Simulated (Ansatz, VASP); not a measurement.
CoO in VASP and in Ansatz

```
CELL_PARAMETERS angstrom
-1.43995 1.43995 2.03639
1.43995 -1.43995 2.03639
1.43995 1.43995 -2.03639
ATOMIC_POSITIONS crystal
Co 0.00000 0.00000 0.00000
O 0.50000 0.50000 0.00000
```

Alike in both runs: functional LDA; k mesh 16 × 16 × 16; occupations gaussian, width 0.02 eV; collinear spin.

Ansatz relaxed the structure, and its values are those at the end. VASP's run is a single point on that final structure, the one shown.

|  | VASP | Ansatz |
| --- | --- | --- |
| version | VASP 6.6.1 | Ansatz 0.2.0 |
| potentials or method | VASP PAW LDA potentials, release 64 (Co, O), cutoff 520 eV | scalar-relativistic, plane waves, PAW |
| valence electrons in the cell | 15 | 23 |

|  | VASP | Ansatz | Ansatz less VASP |
| --- | --- | --- | --- |
| gap on the k mesh at the Fermi level (eV) | none | none | - |
| pressure (GPa) | -0.8 | 0.0 | +0.74 |
| net moment per atom (μB) | 1.04 | 1.08 | +0.039 |
| size of the moment on the site where the two differ most (μB) | 0.18 | 0.20 | +0.021 |

LDA's correlation is that of Perdew and Zunger in VASP and of Perdew and Wang (1992) in Ansatz. Site moments also hang on the region over which each program counts them. A gap of «none» marks a metal or a gap that the smearing closes. VASP's potentials hold 15 valence electrons a cell and Ansatz's 23, so a difference there can come from the potentials and not from the codes.
